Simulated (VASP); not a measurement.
# BN (P6_3/mmc) in VASP: notebook

Aim: see how the results for BN move with the level of theory and the settings. Levels: PBE, LDA, PBEsol, r2SCAN. Tasks: single point.

Program: VASP 6.6.1. These are calculated values, not measurements. Logs are shortened: lines on timing, memory, paths and dates and some standing lists are left out, and cuts for length are marked.

## Step 1: The cell of the first run

It takes space group P6_3/mmc (No. 194, hexagonal). Conventional cell: a = 2.491 Å, b = 2.491 Å, c = 4.001 Å, α = 90.00°, β = 90.00°, γ = 120.00°. Within 2.3 Å of B (site symmetry -3m) lie 6 N at 1.75 Å and 2 B at 2.00 Å. N (site symmetry -6m2) has 6 B at 1.75 Å within 2.3 Å.

## Step 2: Single point, PBE

Contents of INCAR:

```
SYSTEM = BN
PREC = Accurate
ENCUT = 520
EDIFF = 1E-6
ISMEAR = -1
SIGMA = 0.02
LREAL = .False.
LASPH = .True.
NELM = 80
ALGO = Normal
ISIF = 2
LWAVE = .False.
LCHARG = .False.
GGA = PE
NBANDS = 16
```

Contents of KPOINTS:

```
Automatic mesh
0
Gamma
  12 12 6
  0 0 0
```

Contents of POSCAR:

```
BN
1.0
    2.4913353523      0.0000000000      0.0000000000
   -1.2456676762      2.1575597044      0.0000000000
    0.0000000000      0.0000000000      4.0010591823
B N
2 2
Direct
    0.0000000000      0.0000000000      0.0000000000
    0.0000000000      0.0000000000      0.5000000000
    0.3333333333      0.6666666667      0.2500000000
    0.6666666667      0.3333333333      0.7500000000
```

Potentials or basis: VASP PAW PBE potentials, release 64 (B, N).

On the command line:

```sh
$ cat potpaw_PBE.64/B/POTCAR potpaw_PBE.64/N/POTCAR > POTCAR
$ mpirun -np 1 vasp_std > vasp.out
```

OUTCAR:

```text
SYSTEM = BN
   PREC = Accurate
   ENCUT = 520
   EDIFF = 1E-6
   ISMEAR = -1
   LREAL = .False.
   LASPH = .True.
   NELM = 80
   ISIF = 2
   GGA = PE

 ion  position               nearest neighbor table
   1  0.000  0.000  0.000-   3 1.75   4 1.75   3 1.75   4 1.75   4 1.75   3 1.75   2 2.00   2 2.00

   2  0.000  0.000  0.500-   3 1.75   4 1.75   3 1.75   4 1.75   4 1.75   3 1.75   1 2.00   1 2.00

   3  0.333  0.667  0.250-   1 1.75   2 1.75   1 1.75   2 1.75   1 1.75   2 1.75
   4  0.667  0.333  0.750-   1 1.75   2 1.75   1 1.75   2 1.75   1 1.75   2 1.75

  LATTYP: Found a hexagonal cell.
 ALAT       =     2.4913353523
 C/A-ratio  =     1.6059898073

  Lattice vectors:

 A1 = (   2.4913353523,   0.0000000000,   0.0000000000)
 A2 = (  -1.2456676762,   2.1575597044,   0.0000000000)
 A3 = (   0.0000000000,   0.0000000000,   4.0010591823)

Analysis of symmetry for initial positions (statically):
=====================================================================
 Subroutine PRICEL returns:
 Original cell was already a primitive cell.

 Routine SETGRP: Setting up the symmetry group for a
 hexagonal supercell.

 Subroutine GETGRP returns: Found 24 space group operations
 (whereof 12 operations were pure point group operations)
 out of a pool of 24 trial point group operations.

The static configuration has the point symmetry D_3d.
 The point group associated with its full space group is D_6h.

Analysis of symmetry for dynamics (positions and initial velocities):
=====================================================================
 Subroutine PRICEL returns:
 Original cell was already a primitive cell.

 Routine SETGRP: Setting up the symmetry group for a
 hexagonal supercell.

 Subroutine GETGRP returns: Found 24 space group operations
 (whereof 12 operations were pure point group operations)
 out of a pool of 24 trial point group operations.

The dynamic configuration has the point symmetry D_3d.
 The point group associated with its full space group is D_6h.

 Subroutine INISYM returns: Found 24 space group operations
 (whereof 12 operations are pure point group operations),
 and found     1 'primitive' translations

----------------------------------------------------------------------------------------

                                     Primitive cell

  volume of cell :      21.5065

  direct lattice vectors                    reciprocal lattice vectors
     2.491335352  0.000000000  0.000000000     0.401391165  0.231743297  0.000000000
    -1.245667676  2.157559704  0.000000000     0.000000000  0.463486595  0.000000000
     0.000000000  0.000000000  4.001059182     0.000000000  0.000000000  0.249933819

  length of vectors
     2.491335352  2.491335352  4.001059182     0.463486595  0.463486595  0.249933819

  position of ions in fractional coordinates (direct lattice)
     0.000000000  0.000000000  0.000000000
     0.000000000  0.000000000  0.500000000
     0.333333333  0.666666667  0.250000000
     0.666666667  0.333333333  0.750000000

  ion indices of the primitive-cell ions
   primitive index   ion index
                 1           1
                 2           2
                 3           3
                 4           4

----------------------------------------------------------------------------------------

 KPOINTS: Automatic mesh

Automatic generation of k-mesh.
 Grid dimensions read from file:
 generate k-points for:   12   12    6

 Generating k-lattice:

  Cartesian coordinates                     Fractional coordinates (reciprocal lattice)
     0.033449264  0.019311941  0.000000000     0.083333333  0.000000000  0.000000000
     0.000000000  0.038623883  0.000000000     0.000000000  0.083333333  0.000000000
     0.000000000  0.000000000  0.041655636     0.000000000  0.000000000  0.166666667

  Length of vectors
     0.038623883  0.038623883  0.041655636

  Shift w.r.t. Gamma in fractional coordinates (k-lattice)
     0.000000000  0.000000000  0.000000000

 Subroutine IBZKPT returns following result:
 ===========================================

 Found     76 irreducible k-points:

 Following reciprocal coordinates:
            Coordinates               Weight
  0.000000  0.000000  0.000000      1.000000
  0.083333  0.000000  0.000000      6.000000
  0.166667  0.000000  0.000000      6.000000
  0.250000 -0.000000  0.000000      6.000000
  0.333333  0.000000  0.000000      6.000000
  0.416667 -0.000000  0.000000      6.000000
[... 16 lines left out ...]
  0.250000 -0.000000  0.166667     12.000000
  0.333333  0.000000  0.166667     12.000000
 [... further k-points ...]
   k-points           NKPTS =     76   k-points in BZ     NKDIM =     76   number of bands    NBANDS=     16
   number of dos      NEDOS =    301   number of ions     NIONS =      4
   total plane-waves  NPLWV =  12000
   dimension x,y,z NGX =    20 NGY =   20 NGZ =   30
   dimension x,y,z NGXF=    40 NGYF=   40 NGZF=   60
   ions per type =               2   2
   NGX,Y,Z   is equivalent  to a cutoff of  13.35, 13.35, 12.47 a.u.
   NGXF,Y,Z  is equivalent  to a cutoff of  26.69, 26.69, 24.93 a.u.
 SYSTEM =  BN
   PREC   = accura    normal or accurate (medium, high low for compatibility)
   ISTART =      0    job   : 0-new  1-cont  2-samecut
   ICHARG =      2    charge: 1-file 2-atom 10-const
   ISPIN  =      1    spin polarized calculation?
   LNONCOLLINEAR =      F non collinear calculations
   LSORBIT =      F    spin-orbit coupling
   LASPH  =      T    aspherical Exc in radial PAW
   ENCUT  =  520.0 eV  38.22 Ry    6.18 a.u.   4.63  4.63  7.44*2*pi/ulx,y,z
   NELM   =     80;   NELMIN=  2; NELMDL= -5     # of ELM steps
   EDIFF  = 0.1E-05   stopping-criterion for ELM
   LREAL  =      F    real-space projection
   EDIFFG = 0.1E-04   stopping-criterion for IOM
   NSW    =      0    number of steps for IOM
   IBRION =     -1    ionic relax: 0-MD 1-quasi-New 2-CG
   NFREE  =      0    steps in history (QN), initial steepest desc. (CG)
   ISIF   =      2    stress and relaxation
   ISYM   =      2    0-nonsym 1-usesym 2-fastsym
   POTIM  = 0.5000    time-step for ionic-motion
   TEBEG  =    0.0;   TEEND  =   0.0 temperature during run
   PSTRESS=    0.0 pullay stress
   NELECT =      16.0000    total number of electrons
   NUPDOWN=      -1.0000    fix difference up-down
   EMIN   =  10.00;   EMAX   =-10.00  energy-range for DOS
   EFERMI =   0.00;   METHOD = LEGACY
   ISMEAR =    -1;   SIGMA  =   0.02  broadening in eV -4-tet -1-fermi 0-gaus
   EFERMI_NEDOS =   21; number of points for ismear=-14 and -15
   IALGO  =     38    algorithm
   IMIX   =      4    mixing-type and parameters
     AMIX     =   0.40;   BMIX     =  1.00
     AMIX_MAG =   1.60;   BMIX_MAG =  1.00
  volume/ion in A,a.u.               =       5.38        36.28
  Fermi-wavevector in a.u.,A,eV,Ry     =   1.483400  2.803219 29.939272  2.200474
  Thomas-Fermi vector in A             =   2.597066
   LORBIT       =      0    0 simple, 1 ext, 2 COOP (PROOUT), +10 PAW based schemes
   GGA     = PE    functional components
   LHFCALC =     F    Hartree Fock is set to
   AEXX    =    0.0000 exact exchange contribution
   IVDW    =     0    specifies the selected vdW correction
   LEPSILON=     F    determine dielectric tensor
   LRPA    =     F    only Hartree local field effects (RPA)
 non-spin polarized calculation
  energy-cutoff  :      520.00
  volume of cell :       21.51
 maximum number of plane-waves:       592
 NGX is ok and might be reduce to    20
   NGX =  9   NGY =  9   NGZ = 15

 number of electron      15.9999997 magnetization

 Free energy of the ion-electron system (eV)
  ---------------------------------------------------
  ext. energy  EPLUGINS =         0.00000000
  ---------------------------------------------------
  free energy    TOTEN  =       -27.84280249 eV

  energy without entropy =      -27.84280249  energy(sigma->0) =      -27.84280249

 E-fermi :  10.5239     XC(G=0): -13.6620

 val. band max:       10.1362179226   @ k =   0.1667   0.0000   0.0000
 cond. band min:      11.7178209657   @ k =   0.3333   0.3333   0.0000
 fundamental gap:      1.5816030431
 Fermi energy:        10.5238648073

 k-point     1 :       0.0000    0.0000    0.0000
  band No.  band energies     occupation
      1     -12.1714      2.00000
      2      -7.0429      2.00000
      3      -2.0626      2.00000
      4       8.6805      2.00000
      5       8.6805      2.00000
      6       9.4606      2.00000
[... 8 lines left out ...]
     15      24.8934      0.00000
     16      25.2613      0.00000

 k-point     2 :       0.0833    0.0000    0.0000
  band No.  band energies     occupation
      1     -12.0004      2.00000
      2      -6.8842      2.00000
      3      -1.9117      2.00000
      4       7.3682      2.00000
      5       7.9345      2.00000
      6       9.1458      2.00000
[... 8 lines left out ...]
     15      24.4301      0.00000
     16      25.2836      0.00000

 k-point     3 :       0.1667    0.0000    0.0000
  band No.  band energies     occupation
      1     -11.4901      2.00000
      2      -6.4204      2.00000
      3      -1.4632      2.00000
      4       4.9631      2.00000
      5       6.8436      2.00000
      6       7.8049      2.00000
[... 8 lines left out ...]
     15      23.5662      0.00000
     16      25.0206      0.00000

 k-point     4 :       0.2500   -0.0000    0.0000
  band No.  band energies     occupation
      1     -10.6511      2.00000
      2      -5.7044      2.00000
      3      -0.7336      2.00000
      4       2.4151      2.00000
      5       5.8487      2.00000
      6       5.9124      2.00000
[... 8 lines left out ...]
     15      22.6609      0.00000
     16      25.0314      0.00000
[... 324 lines left out ...]
 k-point    22 :       0.1667    0.0000    0.1667
  band No.  band energies     occupation
      1     -11.2955      2.00000
      2      -7.1768      2.00000
      3      -0.4053      2.00000
      4       5.1252      2.00000
      5       7.0090      2.00000
      6       7.4809      2.00000
[... 8 lines left out ...]
     15      22.4878      0.00000
     16      24.9874      0.00000

 k-point    23 :       0.2500   -0.0000    0.1667
  band No.  band energies     occupation
      1     -10.4581      2.00000
      2      -6.4217      2.00000
      3       0.1848      2.00000
      4       2.6659      2.00000
      5       5.4633      2.00000
      6       6.0361      2.00000
[... 8 lines left out ...]
     15      21.6880      0.00000
     16      25.0868      0.00000

 k-point    24 :       0.3333    0.0000    0.1667
  band No.  band energies     occupation
      1      -9.3212      2.00000
      2      -5.5203      2.00000
      3      -0.1666      2.00000
      4       1.5465      2.00000
      5       3.3939      2.00000
      6       5.2780      2.00000
[... 8 lines left out ...]
     15      22.8219      0.00000
     16      25.2910      0.00000

 [... further k-points ...]
[... 5 lines left out ...]
  --------------------------------------------------------------------------------------
  -------------------------------------------------------------------------------------
  Total        0.5100783      0.5100783      0.7977287     -0.0000000      0.0000000      0.0000000
  in kB       37.9994610     37.9994610     59.4286430     -0.0000000      0.0000000      0.0000000
  external PRESSURE =      45.1425217 kB  Pullay stress =       0.0000000 kB

 VOLUME and BASIS-vectors are now :
 -----------------------------------------------------------------------------
  energy-cutoff  :      520.00
  volume of cell :       21.51
      direct lattice vectors                 reciprocal lattice vectors
     2.491335352  0.000000000  0.000000000     0.401391165  0.231743297  0.000000000
    -1.245667676  2.157559704  0.000000000     0.000000000  0.463486595  0.000000000
     0.000000000  0.000000000  4.001059182     0.000000000  0.000000000  0.249933819

 POSITION                                       TOTAL-FORCE (eV/Angst)
 -----------------------------------------------------------------------------------
      0.00000      0.00000      0.00000         0.000000      0.000000      0.000000
      0.00000      0.00000      2.00053         0.000000      0.000000      0.000000
     -0.00000      1.43837      1.00026         0.000000      0.000000     -0.000000
      1.24567      0.71919      3.00079        -0.000000      0.000000      0.000000
 -----------------------------------------------------------------------------------
    total drift:                                0.000000     -0.000000      0.000000

  FREE ENERGIE OF THE ION-ELECTRON SYSTEM (eV)
  ---------------------------------------------------
  free  energy   TOTEN  =       -27.8428024934 eV

  energy  without entropy=      -27.8428024933  energy(sigma->0) =      -27.84280249
```

It took 18 s on 1 thread of Intel Xeon Platinum 8259CL at 2.50GHz (Skylake/Cascade Lake), shared host; peak memory 0.14 GiB.

Results:

```
Free energy            : -27.8428 eV
Pressure               : 4.5 GPa
Band gap on the k mesh : 1.58 eV, indirect (least direct gap 5.23 eV)
```

Levels at points of the mesh, in eV from the valence-band top:
```csv
k point,band 5,band 6,band 7,band 8,band 9,band 10,band 11,band 12
"(0.00, 0.00, 0.00)",-1.46,-0.68,-0.68,-0.18,5.81,8.16,8.35,8.35
"(0.50, 0.00, 0.00)",-8.29,-5.70,-4.34,-0.58,5.39,5.57,6.03,6.38
"(0.00, 0.00, 0.50)",-0.95,-0.95,-0.95,-0.95,7.08,7.08,7.79,7.79
"(0.50, 0.00, 0.50)",-3.90,-3.90,-3.27,-3.27,4.78,4.78,7.60,7.60
```

A k mesh can miss the band edges. Expect the measured gap to be larger: semilocal functionals such as PBE lack the derivative discontinuity.

## Step 3: Single point, LDA

Contents of INCAR:

```
PREC = Accurate
ENCUT = 520
EDIFF = 1E-6
ISMEAR = 0
SIGMA = 0.01
LREAL = F
LASPH = T
NELM = 100
ALGO = Normal
ISIF = 2
LWAVE = F
LCHARG = F
NBANDS = 16
```

Contents of KPOINTS:

```
regular mesh
0
Gamma
  12 12 6
```

POSCAR is that of step 2.

Potentials or basis: VASP PAW LDA potentials, release 64 (B, N).

On the command line:

```sh
$ cat potpaw_LDA.64/B/POTCAR potpaw_LDA.64/N/POTCAR > POTCAR
$ mpirun -np 1 vasp_std > vasp.out
```

OUTCAR:

```text
PREC = Accurate
   ENCUT = 520
   EDIFF = 1E-6
   ISMEAR = 0
   LREAL = F
   LASPH = T
   NELM = 100
   ISIF = 2

 ion  position               nearest neighbor table
   1  0.000  0.000  0.000-   3 1.75   4 1.75   3 1.75   4 1.75   4 1.75   3 1.75   2 2.00   2 2.00

   2  0.000  0.000  0.500-   3 1.75   4 1.75   3 1.75   4 1.75   4 1.75   3 1.75   1 2.00   1 2.00

   3  0.333  0.667  0.250-   1 1.75   2 1.75   1 1.75   2 1.75   1 1.75   2 1.75
   4  0.667  0.333  0.750-   1 1.75   2 1.75   1 1.75   2 1.75   1 1.75   2 1.75

  LATTYP: Found a hexagonal cell.
[... 652 lines left out ...]

 [... further k-points ...]
[... 5 lines left out ...]
  --------------------------------------------------------------------------------------
  -------------------------------------------------------------------------------------
  Total       -1.4448605     -1.4448605     -0.9219724      0.0000000      0.0000000      0.0000000
  in kB     -107.6382205   -107.6382205    -68.6844645      0.0000000      0.0000000      0.0000000
  external PRESSURE =     -94.6536352 kB  Pullay stress =       0.0000000 kB

 VOLUME and BASIS-vectors are now :
 -----------------------------------------------------------------------------
  energy-cutoff  :      520.00
  volume of cell :       21.51
      direct lattice vectors                 reciprocal lattice vectors
     2.491335352  0.000000000  0.000000000     0.401391165  0.231743297  0.000000000
    -1.245667676  2.157559704  0.000000000     0.000000000  0.463486595  0.000000000
     0.000000000  0.000000000  4.001059182     0.000000000  0.000000000  0.249933819

 POSITION                                       TOTAL-FORCE (eV/Angst)
 -----------------------------------------------------------------------------------
      0.00000      0.00000      0.00000        -0.000000      0.000000      0.000000
      0.00000      0.00000      2.00053        -0.000000      0.000000      0.000000
     -0.00000      1.43837      1.00026         0.000000     -0.000000      0.000000
      1.24567      0.71919      3.00079        -0.000000      0.000000      0.000000
 -----------------------------------------------------------------------------------
    total drift:                                0.000000     -0.000000      0.000000

  FREE ENERGIE OF THE ION-ELECTRON SYSTEM (eV)
  ---------------------------------------------------
  free  energy   TOTEN  =       -31.8521778120 eV

  energy  without entropy=      -31.8521778120  energy(sigma->0) =      -31.85217781
```

OSZICAR:

```text
N       E                     dE             d eps       ncg     rms          rms(c)
DAV:   1     0.325586345796E+02    0.32559E+02   -0.84988E+03  2440   0.992E+02
DAV:   2    -0.316979991810E+02   -0.64257E+02   -0.58739E+02  3440   0.204E+02
DAV:   3    -0.335439352101E+02   -0.18459E+01   -0.18383E+01  2768   0.311E+01
DAV:   4    -0.335479831610E+02   -0.40480E-02   -0.40466E-02  3080   0.165E+00
DAV:   5    -0.335479978819E+02   -0.14721E-04   -0.14721E-04  2736   0.791E-02    0.849E+00
DAV:   6    -0.318940883815E+02    0.16539E+01   -0.22516E+00  3352   0.143E+01    0.308E+00
DAV:   7    -0.318698158195E+02    0.24273E-01   -0.22010E-01  3104   0.344E+00    0.216E+00
DAV:   8    -0.318534553430E+02    0.16360E-01   -0.12996E-02  2720   0.106E+00    0.277E-01
DAV:   9    -0.318521716548E+02    0.12837E-02   -0.13288E-03  3072   0.409E-01    0.645E-02
DAV:  10    -0.318521785259E+02   -0.68711E-05   -0.14957E-04  2824   0.927E-02    0.118E-02
DAV:  11    -0.318521778120E+02    0.71391E-06   -0.32065E-06  3008   0.166E-02
   1 F= -.31852178E+02 E0= -.31852178E+02  d E =-.707544E-25
```

Run time: 16 s. Hardware: 1 thread of Intel Xeon Platinum 8259CL at 2.50GHz (Skylake/Cascade Lake), shared host; peak memory 0.13 GiB.

What came out:

```yaml
Free_energy: -31.8522 eV
Pressure: -9.5 GPa
Band_gap_on_the_k_mesh: 1.67 eV, indirect (least direct gap 5.27 eV)
```

Stress tensor (GPa, compression positive):
```
-10.76   0.00   0.00
  0.00 -10.76   0.00
  0.00   0.00  -6.87
```

Levels at points of the mesh, in eV from the valence-band top:
```
           k point  band 5  band 6  band 7  band 8  band 9  band 10  band 11  band 12
(0.00, 0.00, 0.00)   -1.48   -0.67   -0.67   -0.20    5.87     8.17     8.17     8.42
(0.50, 0.00, 0.00)   -8.33   -5.73   -4.30   -0.58    5.25     5.62     5.98     6.38
(0.00, 0.00, 0.50)   -0.97   -0.97   -0.97   -0.97    7.17     7.17     7.65     7.65
(0.50, 0.00, 0.50)   -3.92   -3.92   -3.24   -3.24    4.81     4.81     7.49     7.49
```

[end of part 1 of 2]
